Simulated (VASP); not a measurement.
A run of VASP 6.6.1:

The input INCAR:

```
PREC     = Accurate       # precision mode
ENCUT    = 520            # plane-wave cutoff, eV
EDIFF    = 1E-8           # SCF threshold, eV
ISMEAR   = 0              # smearing method
SIGMA    = 0.01           # smearing width, eV
LREAL    = F              # projectors in reciprocal space
LASPH    = T              # aspherical terms in the spheres
NELM     = 60             # most SCF steps
ALGO     = Normal         # electronic algorithm
ISIF     = 2              # what is computed and relaxed
LWAVE    = F              # write WAVECAR
LCHARG   = F              # write CHGCAR
GGA      = CA             # functional
IBRION   = 8              # ionic algorithm
NSW      = 1              # ionic steps
```

The input KPOINTS:

```
Automatic mesh
0
Gamma
  10 10 10
```

File POSCAR:

```
GaN
1.0
    2.1803732666      2.1803732666      0.0000000000
   -2.1803732666      2.1803732666      0.0000000000
    0.0000000000      2.1803732666      2.1803732666
Ga N
1 1
Direct
    0.0000000000      0.0000000000      0.0000000000
    0.2500000000      0.7500000000      0.5000000000
```

Potentials or basis: VASP PAW LDA potentials, release 64 (Ga_d, N).

Command:

```console
$ cat potpaw_LDA.64/Ga_d/POTCAR potpaw_LDA.64/N/POTCAR > POTCAR
$ mpirun -np 1 vasp_std > vasp.out
```

Hardware: 1 thread of AMD EPYC 7R13 Processor (Zen 3), on a shared host.

Estimate the wall time of this run.

Wall time 110 s on 1 thread of AMD EPYC 7R13 Processor (Zen 3), with other jobs on the host, peak memory 0.2 GiB. Counts: scf iterations 42, k points 47.
